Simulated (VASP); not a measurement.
# SnSe (P4mm) in VASP: a series of runs

SnSe is run at these levels: PBEsol; tasks: single point.

Everything below comes from runs of VASP 6.6.1. Logs are shortened: lines on timing, memory, paths and dates and some standing lists are left out, and cuts for length are marked.

**1. The cell of the first run**

It takes space group P4mm (No. 99, tetragonal). Conventional cell: a = 5.946 Å, b = 5.946 Å, c = 5.946 Å, α = 90.00°, β = 90.00°, γ = 90.00°. Sn (site symmetry 2mm) has 6 Se at 2.97 Å within 3.9 Å. Sn (site symmetry 4mm) has 6 Se at 2.90 to 3.04 Å within 3.8 Å. Within 3.9 Å of Sn (site symmetry 4mm) lie 6 Se at 2.97 Å. Within 3.8 Å of Se (site symmetry 4mm) lie 6 Sn at 2.90 to 3.04 Å. Within 3.9 Å of Se (site symmetry 4mm) lie 6 Sn at 2.97 Å. Se (site symmetry 2mm) has 6 Sn at 2.97 Å within 3.9 Å.

**2. Single point, PBEsol (atom 5 (Se) moved +0.070 Å along Cartesian [0 0 1])**

Input file INCAR:

```
PREC = Accurate ; ENCUT = 520
EDIFF = 1E-6 ; ISMEAR = 0
SIGMA = 0.05 ; LREAL = F
LASPH = T ; NELM = 80
ALGO = Normal ; ISIF = 2
LWAVE = F ; LCHARG = T
GGA = PS ; LELF = T
LVHAR = T ; NBANDS = 50
```

Input file KPOINTS:

```
regular mesh
0
Gamma
  6 6 6
```

Input file POSCAR:

```
SnSe
1.0
    5.9455093302      0.0000000000      0.0000000000
    0.0000000000     -5.9455093302      0.0000000000
    0.0000000000      0.0000000000     -5.9455093302
Sn Se
4 4
Direct
    0.0000000000      0.0000000000      0.0000000000
    0.5000000000      0.5000000000      0.0000000000
    0.5000000000      0.0000000000      0.5000000000
    0.0000000000      0.5000000000      0.5000000000
    0.5000000000      0.0000000000     -0.0117735918
    0.0000000000      0.5000000000      0.0000000000
    0.0000000000      0.0000000000      0.5000000000
    0.5000000000      0.5000000000      0.5000000000
```

Potentials or basis: VASP PAW PBE potentials, release 64 (Sn_d, Se).

Run with:

```sh
cat potpaw_PBE.64/Sn_d/POTCAR potpaw_PBE.64/Se/POTCAR > POTCAR
mpirun -np 1 vasp_std > vasp.out
```

OUTCAR:

```text
PREC = Accurate
   ENCUT = 520
   EDIFF = 1E-6
   ISMEAR = 0
   LREAL = F
   LASPH = T
   NELM = 80
   ISIF = 2
   GGA = PS

 ion  position               nearest neighbor table
   1  0.000  0.000  0.000-   6 2.97   7 2.97   7 2.97   6 2.97   5 2.97   5 2.97
   2  0.500  0.500  0.000-   6 2.97   8 2.97   8 2.97   6 2.97   5 2.97   5 2.97
   3  0.500  0.000  0.500-   5 2.90   7 2.97   8 2.97   8 2.97   7 2.97   5 3.04
   4  0.000  0.500  0.500-   6 2.97   7 2.97   8 2.97   6 2.97   7 2.97   8 2.97
   5  0.500  0.000  0.988-   3 2.90   2 2.97   1 2.97   2 2.97   1 2.97   3 3.04
   6  0.000  0.500  0.000-   1 2.97   2 2.97   4 2.97   4 2.97   1 2.97   2 2.97
   7  0.000  0.000  0.500-   1 2.97   3 2.97   4 2.97   1 2.97   4 2.97   3 2.97
   8  0.500  0.500  0.500-   2 2.97   3 2.97   4 2.97   2 2.97   3 2.97   4 2.97

  LATTYP: Found a simple cubic cell.
 ALAT       =     5.9455093302

  Lattice vectors:

 A1 = (   5.9455093302,   0.0000000000,   0.0000000000)
 A2 = (   0.0000000000,  -5.9455093302,   0.0000000000)
 A3 = (   0.0000000000,   0.0000000000,  -5.9455093302)

Analysis of symmetry for initial positions (statically):
=====================================================================
 Subroutine PRICEL returns:
 Original cell was already a primitive cell.

 Routine SETGRP: Setting up the symmetry group for a
 simple cubic supercell.

 Subroutine GETGRP returns: Found  8 space group operations
 (whereof  4 operations were pure point group operations)
 out of a pool of 48 trial point group operations.

The static configuration has the point symmetry C_2v.
 The point group associated with its full space group is C_4v.

Analysis of symmetry for dynamics (positions and initial velocities):
=====================================================================
 Subroutine PRICEL returns:
 Original cell was already a primitive cell.

 Routine SETGRP: Setting up the symmetry group for a
 simple cubic supercell.

 Subroutine GETGRP returns: Found  8 space group operations
 (whereof  4 operations were pure point group operations)
 out of a pool of 48 trial point group operations.

The dynamic configuration has the point symmetry C_2v.
 The point group associated with its full space group is C_4v.

 Subroutine INISYM returns: Found  8 space group operations
 (whereof  4 operations are pure point group operations),
 and found     1 'primitive' translations

----------------------------------------------------------------------------------------

                                     Primitive cell

  volume of cell :     210.1683

  direct lattice vectors                    reciprocal lattice vectors
     5.945509330  0.000000000  0.000000000     0.168194169  0.000000000  0.000000000
     0.000000000 -5.945509330  0.000000000     0.000000000 -0.168194169  0.000000000
     0.000000000  0.000000000 -5.945509330     0.000000000  0.000000000 -0.168194169

  length of vectors
     5.945509330  5.945509330  5.945509330     0.168194169  0.168194169  0.168194169

  position of ions in fractional coordinates (direct lattice)
     0.000000000  0.000000000  0.000000000
     0.500000000  0.500000000  0.000000000
     0.500000000  0.000000000  0.500000000
     0.000000000  0.500000000  0.500000000
     0.500000000  0.000000000  0.988226408
     0.000000000  0.500000000  0.000000000
     0.000000000  0.000000000  0.500000000
     0.500000000  0.500000000  0.500000000

  ion indices of the primitive-cell ions
   primitive index   ion index
                 1           1
                 2           2
                 3           3
                 4           4
                 5           5
                 6           6
                 7           7
                 8           8

----------------------------------------------------------------------------------------

 KPOINTS: regular mesh

Automatic generation of k-mesh.
 Grid dimensions read from file:
 generate k-points for:    6    6    6

 Generating k-lattice:

  Cartesian coordinates                     Fractional coordinates (reciprocal lattice)
     0.028032361  0.000000000  0.000000000     0.166666667  0.000000000  0.000000000
     0.000000000 -0.028032361  0.000000000     0.000000000  0.166666667  0.000000000
     0.000000000  0.000000000 -0.028032361     0.000000000  0.000000000  0.166666667

  Length of vectors
     0.028032361  0.028032361  0.028032361

  Shift w.r.t. Gamma in fractional coordinates (k-lattice)
     0.000000000  0.000000000  0.000000000

 Subroutine IBZKPT returns following result:
 ===========================================

 Found     40 irreducible k-points:

 Following reciprocal coordinates:
            Coordinates               Weight
  0.000000  0.000000  0.000000      1.000000
  0.166667  0.000000  0.000000      4.000000
  0.000000  0.000000  0.166667      2.000000
  0.333333  0.000000  0.000000      4.000000
  0.000000  0.000000  0.333333      2.000000
  0.500000  0.000000  0.000000      2.000000
[... 16 lines left out ...]
  0.166667  0.166667  0.166667      8.000000
  0.333333  0.166667  0.166667     16.000000
 [... further k-points ...]
   k-points           NKPTS =     40   k-points in BZ     NKDIM =     40   number of bands    NBANDS=     50
   number of dos      NEDOS =    301   number of ions     NIONS =      8
   total plane-waves  NPLWV = 110592
   dimension x,y,z NGX =    48 NGY =   48 NGZ =   48
   dimension x,y,z NGXF=    96 NGYF=   96 NGZF=   96
   ions per type =               4   4
   NGX,Y,Z   is equivalent  to a cutoff of  13.42, 13.42, 13.42 a.u.
   NGXF,Y,Z  is equivalent  to a cutoff of  26.84, 26.84, 26.84 a.u.
 SYSTEM =  unknown system
   PREC   = accura    normal or accurate (medium, high low for compatibility)
   ISTART =      0    job   : 0-new  1-cont  2-samecut
   ICHARG =      2    charge: 1-file 2-atom 10-const
   ISPIN  =      1    spin polarized calculation?
   LNONCOLLINEAR =      F non collinear calculations
   LSORBIT =      F    spin-orbit coupling
   LASPH  =      T    aspherical Exc in radial PAW
   ENCUT  =  520.0 eV  38.22 Ry    6.18 a.u.  11.05 11.05 11.05*2*pi/ulx,y,z
   NELM   =     80;   NELMIN=  2; NELMDL= -5     # of ELM steps
   EDIFF  = 0.1E-05   stopping-criterion for ELM
   LREAL  =      F    real-space projection
   EDIFFG = 0.1E-04   stopping-criterion for IOM
   NSW    =      0    number of steps for IOM
   IBRION =     -1    ionic relax: 0-MD 1-quasi-New 2-CG
   NFREE  =      0    steps in history (QN), initial steepest desc. (CG)
   ISIF   =      2    stress and relaxation
   ISYM   =      2    0-nonsym 1-usesym 2-fastsym
   POTIM  = 0.5000    time-step for ionic-motion
   TEBEG  =    0.0;   TEEND  =   0.0 temperature during run
   PSTRESS=    0.0 pullay stress
   NELECT =      80.0000    total number of electrons
   NUPDOWN=      -1.0000    fix difference up-down
   EMIN   =  10.00;   EMAX   =-10.00  energy-range for DOS
   EFERMI =   0.00;   METHOD = LEGACY
   ISMEAR =     0;   SIGMA  =   0.05  broadening in eV -4-tet -1-fermi 0-gaus
   EFERMI_NEDOS =   21; number of points for ismear=-14 and -15
   IALGO  =     38    algorithm
   IMIX   =      4    mixing-type and parameters
     AMIX     =   0.40;   BMIX     =  1.00
     AMIX_MAG =   1.60;   BMIX_MAG =  1.00
  volume/ion in A,a.u.               =      26.27       177.29
  Fermi-wavevector in a.u.,A,eV,Ry     =   1.186449  2.242064 19.152396  1.407661
  Thomas-Fermi vector in A             =   2.322622
   LORBIT       =      0    0 simple, 1 ext, 2 COOP (PROOUT), +10 PAW based schemes
   GGA     = PS    functional components
   LHFCALC =     F    Hartree Fock is set to
   AEXX    =    0.0000 exact exchange contribution
   IVDW    =     0    specifies the selected vdW correction
   LEPSILON=     F    determine dielectric tensor
   LRPA    =     F    only Hartree local field effects (RPA)
 non-spin polarized calculation
 Gauss-broadening in eV      SIGMA  =   0.05
  energy-cutoff  :      520.00
  volume of cell :      210.17
 maximum number of plane-waves:      5695
 NGX is ok and might be reduce to    48
   NGX = 23   NGY = 23   NGZ = 23

 number of electron      79.9999972 magnetization

 Free energy of the ion-electron system (eV)
  ---------------------------------------------------
  ext. energy  EPLUGINS =         0.00000000
  ---------------------------------------------------
  free energy    TOTEN  =       -35.90394305 eV

  energy without entropy =      -35.90394189  energy(sigma->0) =      -35.90394247

 E-fermi :   6.0140     XC(G=0):  -9.9434

 val. band max:        5.8777365081   @ k =   0.3333   0.5000   0.5000
 cond. band min:       6.1455889782   @ k =   0.3333   0.5000   0.5000
 fundamental gap:      0.2678524701
 Fermi energy:         6.0140187624

 k-point     1 :       0.0000    0.0000    0.0000
  band No.  band energies     occupation
      1     -15.6483      2.00000
      2     -15.6462      2.00000
      3     -15.6448      2.00000
      4     -15.6188      2.00000
      5     -15.6178      2.00000
      6     -15.6178      2.00000
[... 42 lines left out ...]
     49      11.4018      0.00000
     50      11.4129      0.00000

 k-point     2 :       0.1667    0.0000    0.0000
  band No.  band energies     occupation
      1     -15.6455      2.00000
      2     -15.6437      2.00000
      3     -15.6421      2.00000
      4     -15.6173      2.00000
      5     -15.6169      2.00000
      6     -15.6160      2.00000
[... 42 lines left out ...]
     49      11.0618      0.00000
     50      11.2492      0.00000

 k-point     3 :       0.0000    0.0000    0.1667
  band No.  band energies     occupation
      1     -15.6460      2.00000
      2     -15.6431      2.00000
      3     -15.6422      2.00000
      4     -15.6183      2.00000
      5     -15.6160      2.00000
      6     -15.6160      2.00000
[... 1102 lines left out ...]
     49      10.2263      0.00000
     50      10.4817      0.00000

 k-point    24 :       0.3333    0.1667    0.1667
  band No.  band energies     occupation
      1     -15.6353      2.00000
      2     -15.6339      2.00000
      3     -15.6316      2.00000
      4     -15.6175      2.00000
      5     -15.6129      2.00000
      6     -15.6125      2.00000
[... 42 lines left out ...]
     49       9.7850      0.00000
     50       9.8317      0.00000

 [... further k-points ...]
[... 5 lines left out ...]
  --------------------------------------------------------------------------------------
  -------------------------------------------------------------------------------------
  Total        0.1572607      0.1572607      0.2329384      0.0000000      0.0000000      0.0000000
  in kB        1.1988469      1.1988469      1.7757608      0.0000000      0.0000000      0.0000000
  external PRESSURE =       1.3911515 kB  Pullay stress =       0.0000000 kB

 VOLUME and BASIS-vectors are now :
 -----------------------------------------------------------------------------
  energy-cutoff  :      520.00
  volume of cell :      210.17
      direct lattice vectors                 reciprocal lattice vectors
     5.945509330  0.000000000  0.000000000     0.168194169  0.000000000  0.000000000
     0.000000000 -5.945509330  0.000000000     0.000000000 -0.168194169  0.000000000
     0.000000000  0.000000000 -5.945509330     0.000000000  0.000000000 -0.168194169

 POSITION                                       TOTAL-FORCE (eV/Angst)
 -----------------------------------------------------------------------------------
      0.00000      0.00000      0.00000         0.000000      0.000000      0.010081
      2.97275     -2.97275      0.00000         0.000000      0.000000      0.010081
      2.97275      0.00000     -2.97275         0.000000      0.000000      0.016720
      0.00000     -2.97275     -2.97275         0.000000      0.000000     -0.008872
      2.97275      0.00000     -5.87551         0.000000      0.000000     -0.088495
      0.00000     -2.97275      0.00000         0.000000      0.000000      0.007131
      0.00000      0.00000     -2.97275         0.000000      0.000000      0.026677
      2.97275     -2.97275     -2.97275         0.000000      0.000000      0.026677
 -----------------------------------------------------------------------------------
    total drift:                                0.000000     -0.000000      0.000004

  FREE ENERGIE OF THE ION-ELECTRON SYSTEM (eV)
  ---------------------------------------------------
  free  energy   TOTEN  =       -35.9039430485 eV

  energy  without entropy=      -35.9039418906  energy(sigma->0) =      -35.90394247
```

Run time: 3.1 min. Hardware: 1 thread of Intel Xeon 6975P-C (Granite Rapids), shared host; peak memory 0.51 GiB.

What came out:

```
Free energy            : -35.9039 eV
Pressure               : 0.1 GPa
Largest force          : 0.088 eV/Å
Band gap on the k mesh : 0.27 eV
```

Forces in eV/Å, atoms in the order of the input:
```
Sn   0.000  0.000  0.010
Sn   0.000  0.000  0.010
Sn   0.000  0.000  0.017
Sn   0.000  0.000 -0.009
Se   0.000  0.000 -0.088
Se   0.000  0.000  0.007
Se   0.000  0.000  0.027
Se   0.000  0.000  0.027
```

Caveat: the cell differs from its parent crystal (atom 5 (Se) moved +0.070 Å along Cartesian [0 0 1]); the PAW data sets were made with another functional, which shifts forces and pressure a little; spin-orbit coupling is left out, which moves the levels of the heavy elements. A k mesh can miss the band edges.

**3. Single point, PBEsol (atom 5 (Se) moved +0.050 Å along Cartesian [0 0 1])**

Input file INCAR:

```
SYSTEM = SnSe
PREC = Accurate
ENCUT = 520
EDIFF = 1E-6
ISMEAR = 0
SIGMA = 0.05
LREAL = .False.
LASPH = .True.
NELM = 80
ALGO = Normal
ISIF = 2
LWAVE = .False.
LCHARG = .False.
GGA = PS
NBANDS = 50
```

Input file KPOINTS:

```
regular mesh
0
Gamma
  6 6 6
  0 0 0
```

POSCAR: that of step 2 with these lines changed.

```diff
@@ -12,3 +12,3 @@
     0.0000000000      0.5000000000      0.5000000000
-    0.5000000000      0.0000000000     -0.0117735918
+    0.5000000000      0.0000000000     -0.0084097084
     0.0000000000      0.5000000000      0.0000000000
```

Potentials or basis: VASP PAW PBE potentials, release 64 (Sn_d, Se).

Run with:

```sh
cat potpaw_PBE.64/Sn_d/POTCAR potpaw_PBE.64/Se/POTCAR > POTCAR
mpirun -np 1 vasp_std > vasp.out
```

Run time: 3.3 min. Hardware: 1 thread of Intel Xeon 6975P-C (Granite Rapids), shared host; peak memory 0.52 GiB.

It converged, with:

```yaml
Free_energy: -35.9054 eV
Pressure: 0.1 GPa
Largest_force: 0.061 eV/Å
Band_gap_on_the_k_mesh: 0.28 eV
```

Forces in eV/Å, atoms in the order of the input:
```
Sn   0.000  0.000  0.007
Sn   0.000  0.000  0.007
Sn   0.000  0.000  0.010
Sn   0.000  0.000 -0.006
Se   0.000  0.000 -0.061
Se   0.000  0.000  0.005
Se   0.000  0.000  0.019
Se   0.000  0.000  0.019
```

Levels at points of the mesh, in eV from the valence-band top:
```tsv
k point	band 36	band 37	band 38	band 39	band 40	band 41	band 42	band 43	band 44	band 45
(0.00, 0.00, 0.00)	-3.83	-3.83	-2.29	-2.29	-2.29	2.79	2.79	2.79	4.42	4.42
(0.50, 0.00, 0.00)	-3.14	-1.75	-1.75	-0.80	-0.79	1.47	1.47	2.18	2.18	3.71
(0.00, 0.00, 0.50)	-3.12	-1.80	-1.70	-0.79	-0.79	1.47	1.47	2.11	2.25	3.71
(0.50, 0.50, 0.00)	-2.19	-0.62	-0.62	-0.62	-0.62	1.22	1.22	1.22	1.22	1.72
(0.00, 0.50, 0.50)	-2.15	-0.66	-0.65	-0.59	-0.58	1.18	1.18	1.25	1.27	1.68
(0.50, 0.50, 0.50)	-2.04	-0.12	-0.12	-0.12	-0.12	0.70	0.70	0.70	0.70	1.18
```

Caveat: the cell differs from its parent crystal (atom 5 (Se) moved +0.050 Å along Cartesian [0 0 1]); the PAW data sets were made with another functional, which shifts forces and pressure a little; spin-orbit coupling is left out, which moves the levels of the heavy elements.
